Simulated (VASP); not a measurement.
# RbMnBr3 (P6_3/mmc) in VASP: single point with LDA+U

Aim: the single point of RbMnBr3 with LDA+U.

All numbers are computed with VASP 6.6.1; they aren't measurements. Logs are shortened: lines on timing, memory, paths and dates and some standing lists are left out, and cuts for length are marked.

### Step 1. The cell of the first run

It takes space group P6_3/mmc (No. 194, hexagonal). The conventional cell has a = 7.560 Å, b = 7.560 Å, c = 6.350 Å, α = 90.00°, β = 90.00°, γ = 120.00°. Rb (site symmetry -6m2) has 12 Br at 3.78 to 3.87 Å and 6 Mn at 4.64 Å within 5.0 Å. Within 3.5 Å of Mn (site symmetry -3m) lie 6 Br at 2.68 Å and 2 Mn at 3.17 Å. Br (site symmetry mm2) has 2 Mn at 2.68 Å within 3.5 Å.

### Step 2. Single point, LDA+U, collinear spin, antiferromagnetic start

INCAR reads:

```
SYSTEM = RbMnBr3
  ALGO = Normal
  EDIFF = 1E-6
  ENCUT = 520
  GGA = CA
  ISIF = 2
  ISMEAR = 0
  ISPIN = 2
  LASPH = .TRUE.
  LCHARG = .FALSE.
  LDAU = .TRUE.
  LDAUJ = 0 0.9 0
  LDAUL = -1 2 -1
  LDAUPRINT = 1
  LDAUTYPE = 1
  LDAUU = 0 7 0
  LMAXMIX = 4
  LORBIT = 11
  LREAL = .FALSE.
  LWAVE = .FALSE.
  MAGMOM = 0 0 5 -5 0 0 0 0 0 0
  NBANDS = 58
  NELM = 150
  PREC = Accurate
  SIGMA = 0.05
```

KPOINTS reads:

```
k-points
0
G
  3 3 3
  0 0 0
```

POSCAR reads:

```
RbMnBr3
1.0
    7.5599990500      0.0000000000      0.0000000000
   -3.7799995300      6.5471512300      0.0000000000
    0.0000000000      0.0000000000      6.3499999500
Rb Mn Br
2 2 6
Direct
    0.3333333333      0.6666666667      0.7500000000
    0.6666666667      0.3333333333      0.2500000000
    0.0000000000      0.0000000000      0.0000000000
    0.0000000000      0.0000000000      0.5000000000
    0.1650000000      0.3300000000      0.2500000000
    0.8350000000      0.1650000000      0.7500000000
    0.6700000000      0.8350000000      0.2500000000
    0.8350000000      0.6700000000      0.7500000000
    0.1650000000      0.8350000000      0.2500000000
    0.3300000000      0.1650000000      0.7500000000
```

Potentials or basis: VASP PAW LDA potentials, release 64 (Rb_sv, Mn_pv, Br).

Command:

```bash
$ cat potpaw_LDA.64/Rb_sv/POTCAR potpaw_LDA.64/Mn_pv/POTCAR potpaw_LDA.64/Br/POTCAR > POTCAR
$ mpirun -np 1 vasp_std > vasp.out
```

OUTCAR:

```text
SYSTEM = RbMnBr3
   EDIFF = 1E-6
   ENCUT = 520
   GGA = CA
   ISIF = 2
   ISMEAR = 0
   ISPIN = 2
   LASPH = .TRUE.
   LORBIT = 11
   LREAL = .FALSE.
   NELM = 150
   PREC = Accurate

 ion  position               nearest neighbor table
   1  0.333  0.667  0.750-   6 3.78   6 3.78   8 3.78   8 3.78  10 3.78  10 3.78   7 3.87   7 3.87
                             5 3.87   5 3.87   9 3.87   9 3.87   2 5.40   2 5.40   2 5.40   2 5.40
   2  0.667  0.333  0.250-   9 3.78   9 3.78   5 3.78   5 3.78   7 3.78   7 3.78  10 3.87  10 3.87
                             8 3.87   8 3.87   6 3.87   6 3.87   1 5.40   1 5.40   1 5.40   1 5.40
   3  0.000  0.000  0.000-   7 2.68  10 2.68   8 2.68   5 2.68   9 2.68   6 2.68   4 3.17   4 3.17

   4  0.000  0.000  0.500-   7 2.68  10 2.68   8 2.68   5 2.68   9 2.68   6 2.68   3 3.17   3 3.17

   5  0.165  0.330  0.250-   3 2.68   4 2.68   2 3.78   2 3.78   1 3.87   1 3.87
   6  0.835  0.165  0.750-   3 2.68   4 2.68   1 3.78   1 3.78   2 3.87   2 3.87
   7  0.670  0.835  0.250-   3 2.68   4 2.68   2 3.78   2 3.78   1 3.87   1 3.87
   8  0.835  0.670  0.750-   3 2.68   4 2.68   1 3.78   1 3.78   2 3.87   2 3.87
   9  0.165  0.835  0.250-   3 2.68   4 2.68   2 3.78   2 3.78   1 3.87   1 3.87
  10  0.330  0.165  0.750-   3 2.68   4 2.68   1 3.78   1 3.78   2 3.87   2 3.87

  LATTYP: Found a hexagonal cell.
 ALAT       =     7.5599990500
 C/A-ratio  =     0.8399471889

  Lattice vectors:

 A1 = (   7.5599990500,   0.0000000000,   0.0000000000)
 A2 = (  -3.7799995300,   6.5471512300,   0.0000000000)
 A3 = (   0.0000000000,   0.0000000000,   6.3499999500)

Analysis of symmetry for initial positions (statically):
=====================================================================
 Subroutine PRICEL returns:
 Original cell was already a primitive cell.

 Routine SETGRP: Setting up the symmetry group for a
 hexagonal supercell.

 Subroutine GETGRP returns: Found 24 space group operations
 (whereof 12 operations were pure point group operations)
 out of a pool of 24 trial point group operations.

The static configuration has the point symmetry D_3d.
 The point group associated with its full space group is D_6h.

Analysis of symmetry for dynamics (positions and initial velocities):
=====================================================================
 Subroutine PRICEL returns:
 Original cell was already a primitive cell.

 Routine SETGRP: Setting up the symmetry group for a
 hexagonal supercell.

 Subroutine GETGRP returns: Found 24 space group operations
 (whereof 12 operations were pure point group operations)
 out of a pool of 24 trial point group operations.

The dynamic configuration has the point symmetry D_3d.
 The point group associated with its full space group is D_6h.

Analysis of structural, dynamic, and magnetic symmetry:
=====================================================================
 Subroutine PRICEL returns:
 Original cell was already a primitive cell.

 Routine SETGRP: Setting up the symmetry group for a
 hexagonal supercell.

 Subroutine GETGRP returns: Found 24 space group operations
 (whereof 12 operations were pure point group operations)
 out of a pool of 24 trial point group operations.

The overall configuration has the point symmetry D_3d.
 The point group associated with its full space group is D_6h.

 Subroutine INISYM returns: Found 24 space group operations
 (whereof 12 operations are pure point group operations),
 and found     1 'primitive' translations

----------------------------------------------------------------------------------------

                                     Primitive cell

  volume of cell :     314.3025

  direct lattice vectors                    reciprocal lattice vectors
     7.559999050  0.000000000  0.000000000     0.132275149  0.076369093  0.000000000
    -3.779999530  6.547151230  0.000000000     0.000000000  0.152738186  0.000000000
     0.000000000  0.000000000  6.349999950     0.000000000  0.000000000  0.157480316

  length of vectors
     7.559999050  7.559999053  6.349999950     0.152738186  0.152738186  0.157480316

[... 145 lines left out ...]
  o =  0.0157  v =  0.0000  0.0000  0.0000  0.0000  0.0000  0.0000  0.0000  1.0000  0.0000  0.0000      0.0000  0.0000  0.0000  0.0000  0.0000  0.0000  0.0000  0.0000  0.0000  0.0000
  o =  0.0669  v =  0.0000  0.0000  0.0000  0.0000  0.0000 -0.3940  0.5834 -0.0000  0.5968 -0.3851      0.0000  0.0000  0.0000  0.0000  0.0000  0.0000  0.0000  0.0000  0.0000  0.0000
  o =  0.0669  v =  0.0000  0.0000  0.0000  0.0000  0.0000  0.3851  0.5968  0.0000 -0.5834 -0.3940      0.0000  0.0000  0.0000  0.0000  0.0000  0.0000  0.0000  0.0000  0.0000  0.0000
  o =  0.9353  v = -0.0000 -0.0000  1.0000 -0.0000 -0.0000  0.0000  0.0000  0.0000  0.0000  0.0000      0.0000  0.0000  0.0000  0.0000  0.0000  0.0000  0.0000  0.0000  0.0000  0.0000
  o =  0.9413  v = -0.5863 -0.4002 -0.0000 -0.4094 -0.5731  0.0000  0.0000  0.0000  0.0000  0.0000      0.0000  0.0000  0.0000  0.0000  0.0000  0.0000  0.0000  0.0000  0.0000  0.0000
  o =  0.9413  v = -0.5731  0.4094 -0.0000 -0.4002  0.5863  0.0000  0.0000  0.0000  0.0000  0.0000      0.0000  0.0000  0.0000  0.0000  0.0000  0.0000  0.0000  0.0000  0.0000  0.0000
  o =  0.9643  v = -0.4094  0.5731 -0.0000  0.5863 -0.4002  0.0000  0.0000  0.0000  0.0000  0.0000      0.0000  0.0000  0.0000  0.0000  0.0000  0.0000  0.0000  0.0000  0.0000  0.0000
  o =  0.9643  v =  0.4002  0.5863  0.0000 -0.5731 -0.4094  0.0000  0.0000  0.0000  0.0000  0.0000      0.0000  0.0000  0.0000  0.0000  0.0000  0.0000  0.0000  0.0000  0.0000  0.0000

atom =   4  type =  2  l = 2

 onsite density matrix

spin component  1

  0.0295  0.0000  0.0000  0.0247  0.0000
  0.0000  0.0506  0.0000 -0.0000  0.0247
  0.0000  0.0000  0.0157  0.0000  0.0000
  0.0247 -0.0000  0.0000  0.0506 -0.0000
  0.0000  0.0247  0.0000 -0.0000  0.0295

spin component  2

  0.9489  0.0000  0.0000  0.0108 -0.0000
  0.0000  0.9568  0.0000 -0.0000  0.0108
  0.0000  0.0000  0.9353  0.0000  0.0000
  0.0108 -0.0000  0.0000  0.9568 -0.0000
 -0.0000  0.0108  0.0000 -0.0000  0.9489

 occupancies and eigenvectors

  o =  0.0132  v = -0.5968  0.3851  0.0000  0.3940 -0.5833  0.0000  0.0000  0.0000  0.0000  0.0000      0.0000  0.0000  0.0000  0.0000  0.0000  0.0000  0.0000  0.0000  0.0000  0.0000
  o =  0.0132  v =  0.5833  0.3940 -0.0000 -0.3851 -0.5968  0.0000  0.0000  0.0000  0.0000  0.0000      0.0000  0.0000  0.0000  0.0000  0.0000  0.0000  0.0000  0.0000  0.0000  0.0000
  o =  0.0157  v =  0.0000 -0.0000  1.0000 -0.0000  0.0000  0.0000  0.0000  0.0000  0.0000  0.0000      0.0000  0.0000  0.0000  0.0000  0.0000  0.0000  0.0000  0.0000  0.0000  0.0000
  o =  0.0669  v = -0.3940 -0.5833 -0.0000 -0.5968 -0.3851  0.0000  0.0000  0.0000  0.0000  0.0000      0.0000  0.0000  0.0000  0.0000  0.0000  0.0000  0.0000  0.0000  0.0000  0.0000
  o =  0.0669  v =  0.3851 -0.5968  0.0000  0.5833 -0.3940  0.0000  0.0000  0.0000  0.0000  0.0000      0.0000  0.0000  0.0000  0.0000  0.0000  0.0000  0.0000  0.0000  0.0000  0.0000
  o =  0.9353  v =  0.0000  0.0000  0.0000  0.0000  0.0000 -0.0000  0.0000  1.0000  0.0000 -0.0000      0.0000  0.0000  0.0000  0.0000  0.0000  0.0000  0.0000  0.0000  0.0000  0.0000
  o =  0.9413  v =  0.0000  0.0000  0.0000  0.0000  0.0000 -0.5863  0.4002 -0.0000  0.4094 -0.5731      0.0000  0.0000  0.0000  0.0000  0.0000  0.0000  0.0000  0.0000  0.0000  0.0000
  o =  0.9413  v =  0.0000  0.0000  0.0000  0.0000  0.0000 -0.5731 -0.4094 -0.0000  0.4002  0.5863      0.0000  0.0000  0.0000  0.0000  0.0000  0.0000  0.0000  0.0000  0.0000  0.0000
  o =  0.9643  v =  0.0000  0.0000  0.0000  0.0000  0.0000 -0.4094 -0.5731 -0.0000 -0.5863 -0.4002      0.0000  0.0000  0.0000  0.0000  0.0000  0.0000  0.0000  0.0000  0.0000  0.0000
  o =  0.9643  v =  0.0000  0.0000  0.0000  0.0000  0.0000  0.4002 -0.5863  0.0000  0.5731 -0.4094      0.0000  0.0000  0.0000  0.0000  0.0000  0.0000  0.0000  0.0000  0.0000  0.0000

 number of electron      86.0000011 magnetization      -0.0000000

 Free energy of the ion-electron system (eV)
  ---------------------------------------------------
  ext. energy  EPLUGINS =         0.00000000
  ---------------------------------------------------
  free energy    TOTEN  =       -42.06477184 eV

  energy without entropy =      -42.06477184  energy(sigma->0) =      -42.06477184

 E-fermi :   0.3271     XC(G=0):  -8.6215

 val. band max:        0.0709414796   @ k =   0.3333   0.0000   0.3333
 cond. band min:       3.5268804076   @ k =   0.0000   0.0000   0.0000
 fundamental gap:      3.4559389280
 Fermi energy:         0.3270847224

 spin component 1

 k-point     1 :       0.0000    0.0000    0.0000
  band No.  band energies     occupation
      1     -48.7174      1.00000
      2     -48.6879      1.00000
      3     -48.6879      1.00000
      4     -44.1903      1.00000
      5     -44.1493      1.00000
      6     -44.1493      1.00000
[... 337 lines left out ...]
     54       6.8914      0.00000
     55       7.0710      0.00000
 Fermi energy:         0.3270847224

 spin component 2

 k-point     1 :       0.0000    0.0000    0.0000
  band No.  band energies     occupation
      1     -48.7174      1.00000
      2     -48.6879      1.00000
      3     -48.6879      1.00000
      4     -44.1903      1.00000
      5     -44.1493      1.00000
      6     -44.1493      1.00000
[... 337 lines left out ...]
     54       6.8914      0.00000
     55       7.0710      0.00000
 [bands above 55 left out]

------------------------ aborting loop because EDIFF is reached ----------------------------------------

  FORCE on cell =-STRESS in cart. coord.  units (eV):
  Direction    XX          YY          ZZ          XY          YZ          ZX
  --------------------------------------------------------------------------------------
  -------------------------------------------------------------------------------------
  Total       -3.8558620     -3.8558620     -2.0067513      0.0000000      0.0000000      0.0000000
  in kB      -19.6555059    -19.6555059    -10.2295444      0.0000000      0.0000000      0.0000000
  external PRESSURE =     -16.5135187 kB  Pullay stress =       0.0000000 kB

 VOLUME and BASIS-vectors are now :
 -----------------------------------------------------------------------------
  energy-cutoff  :      520.00
  volume of cell :      314.30
      direct lattice vectors                 reciprocal lattice vectors
     7.559999050  0.000000000  0.000000000     0.132275149  0.076369093  0.000000000
    -3.779999530  6.547151230  0.000000000     0.000000000  0.152738186  0.000000000
     0.000000000  0.000000000  6.349999950     0.000000000  0.000000000  0.157480316

 POSITION                                       TOTAL-FORCE (eV/Angst)
 -----------------------------------------------------------------------------------
     -0.00000      4.36477      4.76250         0.000000      0.000000     -0.000000
      3.78000      2.18238      1.58750         0.000000      0.000000      0.000000
      0.00000      0.00000      0.00000         0.000000      0.000000     -0.000000
      0.00000      0.00000      3.17500        -0.000000      0.000000     -0.000000
     -0.00000      2.16056      1.58750         0.000000     -0.107268      0.000000
      5.68890      1.08028      4.76250         0.092896     -0.053634      0.000000
      1.90890      5.46687      1.58750         0.092896      0.053634     -0.000000
      3.78000      4.38659      4.76250        -0.000000      0.107268     -0.000000
     -1.90890      5.46687      1.58750        -0.092896      0.053634     -0.000000
      1.87110      1.08028      4.76250        -0.092896     -0.053634      0.000000
 -----------------------------------------------------------------------------------
    total drift:                               -0.000000      0.000000     -0.000000

  FREE ENERGIE OF THE ION-ELECTRON SYSTEM (eV)
  ---------------------------------------------------
  free  energy   TOTEN  =       -42.0647718395 eV

  energy  without entropy=      -42.0647718395  energy(sigma->0) =      -42.06477184

 total charge

# of ion       s       p       d       tot
------------------------------------------
    1        1.933   5.334   0.013   7.280
    2        1.933   5.334   0.013   7.280
    3        0.219   6.166   4.905  11.290
    4        0.219   6.166   4.905  11.290
    5        1.609   3.258   0.011   4.878
    6        1.609   3.258   0.011   4.878
    7        1.609   3.258   0.011   4.878
    8        1.609   3.258   0.011   4.878
    9        1.609   3.258   0.011   4.878
   10        1.609   3.258   0.011   4.878
--------------------------------------------------
tot         13.959  42.549   9.902  66.410

 magnetization (x)

# of ion       s       p       d       tot
------------------------------------------
    1        0.000   0.000   0.000   0.000
    2        0.000   0.000   0.000   0.000
    3        0.027   0.023   4.560   4.609
    4       -0.027  -0.023  -4.560  -4.609
    5        0.000   0.000   0.000   0.000
    6        0.000   0.000   0.000   0.000
    7        0.000   0.000   0.000   0.000
    8        0.000   0.000   0.000   0.000
    9        0.000   0.000   0.000   0.000
   10        0.000   0.000   0.000   0.000
--------------------------------------------------
tot          0.000   0.000  -0.000  -0.000
```

It took 3.9 min on 1 thread of Intel Xeon Platinum 8259CL at 2.50GHz (Skylake/Cascade Lake), shared host; peak memory 0.42 GiB.

What came out:

| Property | Result |
| --- | --- |
| Free energy | -42.0648 eV |
| Pressure | -1.7 GPa |
| Largest force | 0.107 eV/Å |
| Band gap on the k mesh | 3.46 eV (least direct gap 3.48 eV) |
| Net moment | 0.00 μB per cell |
| Site moments | Rb +0.00; Mn +4.61, -4.61; Br +0.00 μB |
| Valence electrons inside the program's atomic spheres | Rb 7.28; Mn 11.29; Br 4.88 |

Forces in eV/Å, atoms in the order of the input:
```
Rb   0.000  0.000  0.000
Rb   0.000  0.000  0.000
Mn   0.000  0.000  0.000
Mn   0.000  0.000  0.000
Br   0.000 -0.107  0.000
Br   0.093 -0.054  0.000
Br   0.093  0.054  0.000
Br   0.000  0.107  0.000
Br  -0.093  0.054  0.000
Br  -0.093 -0.054  0.000
```

Levels at points of the mesh, in eV from the valence-band top:
Spin up:
| k point | band 40 | band 41 | band 42 | band 43 | band 44 | band 45 | band 46 | band 47 |
| --- | --- | --- | --- | --- | --- | --- | --- | --- |
| (0.00, 0.00, 0.00) | -0.48 | -0.09 | -0.02 | -0.02 | 3.46 | 4.32 | 4.68 | 4.68 |
Spin down:
| k point | band 39 | band 40 | band 41 | band 42 | band 43 | band 44 | band 45 | band 46 | band 47 | band 48 |
| --- | --- | --- | --- | --- | --- | --- | --- | --- | --- | --- |
| (0.00, 0.00, 0.00) | -0.48 | -0.48 | -0.09 | -0.02 | -0.02 | 3.46 | 4.32 | 4.68 | 4.68 | 5.21 |

Eigenvalues of the final occupation matrices:
```
    site  spin  trace               eigenvalues
site 3 d     1   4.75  0.94 0.94 0.94 0.96 0.96
site 3 d     2   0.18  0.01 0.01 0.02 0.07 0.07
site 4 d     1   0.18  0.01 0.01 0.02 0.07 0.07
site 4 d     2   4.75  0.94 0.94 0.94 0.96 0.96
```

Caveat: an odd mesh through Γ misses points on the zone boundary, where band edges can lie.
